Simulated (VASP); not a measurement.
# Al3Ni3F in VASP: single point with PBEsol

Aim: the single point of Al3Ni3F with PBEsol.

Program: VASP 6.6.1. These are calculated values, not measurements. Logs are shortened: lines on timing, memory, paths and dates and some standing lists are left out, and cuts for length are marked.

### Step 1. The cell of the first run

The cell holds a slab with vacuum, 7 atoms: a = 2.862 Å, b = 2.862 Å, c = 26.155 Å, α = 90.00°, β = 90.00°, γ = 90.00°.

### Step 2. Single point, PBEsol

File INCAR:

```
ALGO     = Normal         # electronic algorithm
DIPOL    = 0.5 0.5 0.490
EDIFF    = 1E-6           # SCF threshold, eV
ENCUT    = 520            # plane-wave cutoff, eV
GGA      = PS             # functional
GGA_COMPAT= False        
IDIPOL   = 3            
ISIF     = 2              # what is computed and relaxed
ISMEAR   = 0              # smearing method
LASPH    = True           # aspherical terms in the spheres
LCHARG   = False          # write CHGCAR
LDIPOL   = True         
LREAL    = False          # projectors in reciprocal space
LWAVE    = False          # write WAVECAR
NBANDS   = 44             # bands
NELM     = 120            # most SCF steps
NELMDL   = -8           
PREC     = Accurate       # precision mode
SIGMA    = 0.1            # smearing width, eV
```

File KPOINTS:

```
k-points
0
Gamma
  10 10 1
```

File POSCAR:

```
Al3Ni3F
1.0
    2.8621655562      0.0000000000      0.0000000000
    0.0000000000      2.8621655562      0.0000000000
    0.0000000000      0.0000000000     26.1554138905
Ni Al F
3 3 1
Direct
    0.5000000000      0.5000000000      0.3249805198
    0.5000000000      0.5000000000      0.4344097021
    0.5000000000      0.5000000000      0.5422209737
    0.0000000000      0.0000000000      0.3796951109
    0.0000000000      0.0000000000      0.4880142811
    0.0000000000      0.0000000000      0.5973698232
    0.0000000000      0.0000000000      0.6598705651
```

Potentials or basis: VASP PAW PBE potentials, release 64 (Ni_sv_GW, Al, F).

Command:

```
$ cat potpaw_PBE.64/Ni_sv_GW/POTCAR potpaw_PBE.64/Al/POTCAR potpaw_PBE.64/F/POTCAR > POTCAR
$ mpirun -np 1 vasp_std > vasp.out
```

OUTCAR:

```text
EDIFF = 1E-6
   ENCUT = 520
   GGA = PS
   ISIF = 2
   ISMEAR = 0
   LASPH = True
   LREAL = False
   NELM = 120
   NELMDL = -8
   PREC = Accurate

 ion  position               nearest neighbor table
   1  0.500  0.500  0.325-   4 2.48   4 2.48   4 2.48   4 2.48
   2  0.500  0.500  0.434-   5 2.46   5 2.46   5 2.46   5 2.46   4 2.48   4 2.48   4 2.48   4 2.48

   3  0.500  0.500  0.542-   5 2.47   5 2.47   5 2.47   5 2.47   6 2.49   6 2.49   6 2.49   6 2.49

   4  0.000  0.000  0.380-   1 2.48   1 2.48   1 2.48   1 2.48   2 2.48   2 2.48   2 2.48   2 2.48
                             5 2.83
   5  0.000  0.000  0.488-   2 2.46   2 2.46   2 2.46   2 2.46   3 2.47   3 2.47   3 2.47   3 2.47
                             4 2.83   6 2.86
   6  0.000  0.000  0.597-   7 1.63   3 2.49   3 2.49   3 2.49   3 2.49   5 2.86
   7  0.000  0.000  0.660-   6 1.63

  LATTYP: Found a simple tetragonal cell.
 ALAT       =     2.8621655562
 C/A-ratio  =     9.1383301828

  Lattice vectors:

 A1 = (   2.8621655562,   0.0000000000,   0.0000000000)
 A2 = (   0.0000000000,   2.8621655562,   0.0000000000)
 A3 = (   0.0000000000,   0.0000000000,  26.1554138905)

Analysis of symmetry for initial positions (statically):
=====================================================================
 Subroutine PRICEL returns:
 Original cell was already a primitive cell.

 Routine SETGRP: Setting up the symmetry group for a
 simple tetragonal supercell.

 Subroutine GETGRP returns: Found  8 space group operations
 (whereof  8 operations were pure point group operations)
 out of a pool of 16 trial point group operations.

The static configuration has the point symmetry C_4v.

Analysis of symmetry for dynamics (positions and initial velocities):
=====================================================================
 Subroutine PRICEL returns:
 Original cell was already a primitive cell.

 Routine SETGRP: Setting up the symmetry group for a
 simple tetragonal supercell.

 Subroutine GETGRP returns: Found  8 space group operations
 (whereof  8 operations were pure point group operations)
 out of a pool of 16 trial point group operations.

The dynamic configuration has the point symmetry C_4v.

 Subroutine INISYM returns: Found  8 space group operations
 (whereof  8 operations are pure point group operations),
 and found     1 'primitive' translations

----------------------------------------------------------------------------------------

                                     Primitive cell

  volume of cell :     214.2649

  direct lattice vectors                    reciprocal lattice vectors
     2.862165556  0.000000000  0.000000000     0.349385799  0.000000000  0.000000000
     0.000000000  2.862165556  0.000000000     0.000000000  0.349385799  0.000000000
     0.000000000  0.000000000 26.155413891     0.000000000  0.000000000  0.038233002

  length of vectors
     2.862165556  2.862165556 26.155413891     0.349385799  0.349385799  0.038233002

  position of ions in fractional coordinates (direct lattice)
     0.500000000  0.500000000  0.324980520
     0.500000000  0.500000000  0.434409702
     0.500000000  0.500000000  0.542220974
     0.000000000  0.000000000  0.379695111
     0.000000000  0.000000000  0.488014281
     0.000000000  0.000000000  0.597369823
     0.000000000  0.000000000  0.659870565

  ion indices of the primitive-cell ions
   primitive index   ion index
                 1           1
                 2           2
                 3           3
                 4           4
                 5           5
                 6           6
                 7           7

----------------------------------------------------------------------------------------

 KPOINTS: k-points

Automatic generation of k-mesh.
 Grid dimensions read from file:
 generate k-points for:   10   10    1

 Generating k-lattice:

  Cartesian coordinates                     Fractional coordinates (reciprocal lattice)
     0.034938580  0.000000000  0.000000000     0.100000000  0.000000000  0.000000000
     0.000000000  0.034938580  0.000000000     0.000000000  0.100000000  0.000000000
     0.000000000  0.000000000  0.038233002     0.000000000  0.000000000  1.000000000

  Length of vectors
     0.034938580  0.034938580  0.038233002

  Shift w.r.t. Gamma in fractional coordinates (k-lattice)
     0.000000000  0.000000000  0.000000000

 Subroutine IBZKPT returns following result:
 ===========================================

 Found     21 irreducible k-points:

 Following reciprocal coordinates:
            Coordinates               Weight
  0.000000  0.000000  0.000000      1.000000
  0.100000  0.000000  0.000000      4.000000
  0.200000  0.000000  0.000000      4.000000
  0.300000  0.000000  0.000000      4.000000
  0.400000  0.000000  0.000000      4.000000
  0.500000  0.000000  0.000000      2.000000
[... 13 lines left out ...]
  0.500000  0.400000  0.000000      4.000000
  0.500000  0.500000  0.000000      1.000000
   k-points           NKPTS =     21   k-points in BZ     NKDIM =     21   number of bands    NBANDS=     44
   number of dos      NEDOS =    301   number of ions     NIONS =      7
   total plane-waves  NPLWV = 112896
   dimension x,y,z NGX =    24 NGY =   24 NGZ =  196
   dimension x,y,z NGXF=    48 NGYF=   48 NGZF=  392
   ions per type =               3   3   1
   NGX,Y,Z   is equivalent  to a cutoff of  13.94, 13.94, 12.46 a.u.
   NGXF,Y,Z  is equivalent  to a cutoff of  27.88, 27.88, 24.92 a.u.
 SYSTEM =  unknown system
   PREC   = accura    normal or accurate (medium, high low for compatibility)
   ISTART =      0    job   : 0-new  1-cont  2-samecut
   ICHARG =      2    charge: 1-file 2-atom 10-const
   ISPIN  =      1    spin polarized calculation?
   LNONCOLLINEAR =      F non collinear calculations
   LSORBIT =      F    spin-orbit coupling
   LASPH  =      T    aspherical Exc in radial PAW
   ENCUT  =  520.0 eV  38.22 Ry    6.18 a.u.   5.32  5.32 48.63*2*pi/ulx,y,z
   NELM   =    120;   NELMIN=  2; NELMDL= -8     # of ELM steps
   EDIFF  = 0.1E-05   stopping-criterion for ELM
   LREAL  =      F    real-space projection
   EDIFFG = 0.1E-04   stopping-criterion for IOM
   NSW    =      0    number of steps for IOM
   IBRION =     -1    ionic relax: 0-MD 1-quasi-New 2-CG
   NFREE  =      0    steps in history (QN), initial steepest desc. (CG)
   ISIF   =      2    stress and relaxation
   ISYM   =      2    0-nonsym 1-usesym 2-fastsym
   POTIM  = 0.5000    time-step for ionic-motion
   TEBEG  =    0.0;   TEEND  =   0.0 temperature during run
   PSTRESS=    0.0 pullay stress
   NELECT =      70.0000    total number of electrons
   NUPDOWN=      -1.0000    fix difference up-down
   EMIN   =  10.00;   EMAX   =-10.00  energy-range for DOS
   EFERMI =   0.00;   METHOD = LEGACY
   ISMEAR =     0;   SIGMA  =   0.10  broadening in eV -4-tet -1-fermi 0-gaus
   EFERMI_NEDOS =   21; number of points for ismear=-14 and -15
   IALGO  =     38    algorithm
   IMIX   =      4    mixing-type and parameters
     AMIX     =   0.40;   BMIX     =  1.00
     AMIX_MAG =   1.60;   BMIX_MAG =  1.00
  volume/ion in A,a.u.               =      30.61       206.56
  Fermi-wavevector in a.u.,A,eV,Ry     =   1.127519  2.130702 17.297070  1.271299
  Thomas-Fermi vector in A             =   2.264205
   LORBIT       =      0    0 simple, 1 ext, 2 COOP (PROOUT), +10 PAW based schemes
   GGA     = PS    functional components
   LHFCALC =     F    Hartree Fock is set to
   AEXX    =    0.0000 exact exchange contribution
   IVDW    =     0    specifies the selected vdW correction
   LEPSILON=     F    determine dielectric tensor
   LRPA    =     F    only Hartree local field effects (RPA)
 non-spin polarized calculation
 Gauss-broadening in eV      SIGMA  =   0.10
  energy-cutoff  :      520.00
  volume of cell :      214.26
 maximum number of plane-waves:      5817
 NGX is ok and might be reduce to    24
   NGX = 11   NGY = 11   NGZ = 97

 dipolmoment           0.000000      0.000000     -0.026067 electrons x Angstroem

 number of electron      70.0000036 magnetization

 dipolmoment           0.000000      0.000000      0.192788 electrons x Angstroem

 Free energy of the ion-electron system (eV)
  ---------------------------------------------------
  ext. energy  EPLUGINS =         0.00000000
  ---------------------------------------------------
  free energy    TOTEN  =       -40.96760301 eV

  energy without entropy =      -40.95453433  energy(sigma->0) =      -40.96106867

 E-fermi :  -1.3109     XC(G=0):  -5.2536

 val. band max:       -1.3539419781   @ k =   0.5000   0.4000   0.0000
 cond. band min:      -1.2532877674   @ k =   0.5000   0.4000   0.0000
 fundamental gap:      0.1006542107
 Fermi energy:        -1.3108764756

 k-point     1 :       0.0000    0.0000    0.0000
  band No.  band energies     occupation
      1    -104.3693      2.00000
      2    -104.3220      2.00000
      3    -103.4759      2.00000
      4     -64.9571      2.00000
      5     -64.9086      2.00000
      6     -64.9086      2.00000
[... 36 lines left out ...]
     43       6.4908      0.00000
     44       6.5385      0.00000

 k-point     2 :       0.1000    0.0000    0.0000
  band No.  band energies     occupation
      1    -104.3691      2.00000
      2    -104.3218      2.00000
      3    -103.4758      2.00000
      4     -64.9568      2.00000
      5     -64.9111      2.00000
      6     -64.9085      2.00000
[... 36 lines left out ...]
     43       5.4331      0.00000
     44       6.1384      0.00000

 k-point     3 :       0.2000    0.0000    0.0000
  band No.  band energies     occupation
      1    -104.3687      2.00000
      2    -104.3214      2.00000
      3    -103.4754      2.00000
      4     -64.9562      2.00000
      5     -64.9172      2.00000
      6     -64.9080      2.00000
[... 36 lines left out ...]
     43       5.7664      0.00000
     44       6.0057      0.00000

 k-point     4 :       0.3000    0.0000    0.0000
  band No.  band energies     occupation
      1    -104.3681      2.00000
      2    -104.3208      2.00000
      3    -103.4748      2.00000
      4     -64.9555      2.00000
      5     -64.9245      2.00000
      6     -64.9074      2.00000
[... 741 lines left out ...]
     43       3.8576      0.00000
     44       4.2446      0.00000

 k-point    20 :       0.5000    0.4000    0.0000
  band No.  band energies     occupation
      1    -104.3660      2.00000
      2    -104.3187      2.00000
      3    -103.4728      2.00000
      4     -64.9530      2.00000
      5     -64.9310      2.00000
      6     -64.9285      2.00000
[... 36 lines left out ...]
     43       3.3534      0.00000
     44       4.1119      0.00000

 k-point    21 :       0.5000    0.5000    0.0000
  band No.  band energies     occupation
      1    -104.3659      2.00000
      2    -104.3185      2.00000
      3    -103.4726      2.00000
      4     -64.9527      2.00000
      5     -64.9308      2.00000
      6     -64.9308      2.00000
[... 36 lines left out ...]
     43       3.2037      0.00000
     44       3.9322      0.00000

------------------------ aborting loop because EDIFF is reached ----------------------------------------

 vacuum level on the upper side and lower side of the slab       (xc-potential included)         2.071        -2.099

  FORCE on cell =-STRESS in cart. coord.  units (eV):
  Direction    XX          YY          ZZ          XY          YZ          ZX
  --------------------------------------------------------------------------------------
  -------------------------------------------------------------------------------------
  Total       -2.6504685     -2.6504685     -0.9818051      0.0000000      0.0000000      0.0000000
  in kB      -19.8190181    -19.8190181     -7.3414992      0.0000000      0.0000000      0.0000000
  external PRESSURE =     -15.6598451 kB  Pullay stress =       0.0000000 kB

 VOLUME and BASIS-vectors are now :
 -----------------------------------------------------------------------------
  energy-cutoff  :      520.00
  volume of cell :      214.26
      direct lattice vectors                 reciprocal lattice vectors
     2.862165556  0.000000000  0.000000000     0.349385799  0.000000000  0.000000000
     0.000000000  2.862165556  0.000000000     0.000000000  0.349385799  0.000000000
     0.000000000  0.000000000 26.155413891     0.000000000  0.000000000  0.038233002

 POSITION                                       TOTAL-FORCE (eV/Angst)
 -----------------------------------------------------------------------------------
      1.43108      1.43108      8.50000        -0.000000     -0.000000      0.727347
      1.43108      1.43108     11.36217        -0.000000      0.000000      0.335979
      1.43108      1.43108     14.18201        -0.000000      0.000000      0.000181
      0.00000      0.00000      9.93108         0.000000     -0.000000     -1.082267
      0.00000      0.00000     12.76422        -0.000000     -0.000000      0.002373
      0.00000      0.00000     15.62445        -0.000000     -0.000000     -0.209218
      0.00000      0.00000     17.25919         0.000000     -0.000000      0.225605
 -----------------------------------------------------------------------------------
    total drift:                                0.000000     -0.000000      0.003445

  FREE ENERGIE OF THE ION-ELECTRON SYSTEM (eV)
  ---------------------------------------------------
  free  energy   TOTEN  =       -40.9676030101 eV

  energy  without entropy=      -40.9545343311  energy(sigma->0) =      -40.96106867

 vacuum level on the upper side and lower side of the slab         7.719         3.459
```

Wall time 8.8 min (1 thread of AMD EPYC 7R13 (Zen 3), shared host); peak memory 0.42 GiB.

Results:

```yaml
Free_energy: -40.9676 eV
Largest_force: 1.082 eV/Å
Band_gap_on_the_k_mesh: zero (bands 35 and 36 overlap by 1.27 eV)
```

Forces in eV/Å, atoms in the order of the input:
```
Ni   0.000  0.000  0.727
Ni   0.000  0.000  0.336
Ni   0.000  0.000  0.000
Al   0.000  0.000 -1.082
Al   0.000  0.000  0.002
Al   0.000  0.000 -0.209
F    0.000  0.000  0.226
```

Caveat: the PAW data sets were made with another functional, which shifts forces and pressure a little; the run has no spin polarisation, though such a crystal can be magnetic.

The gap in the log of VASP goes by the Fermi energy; the results here count the filled bands.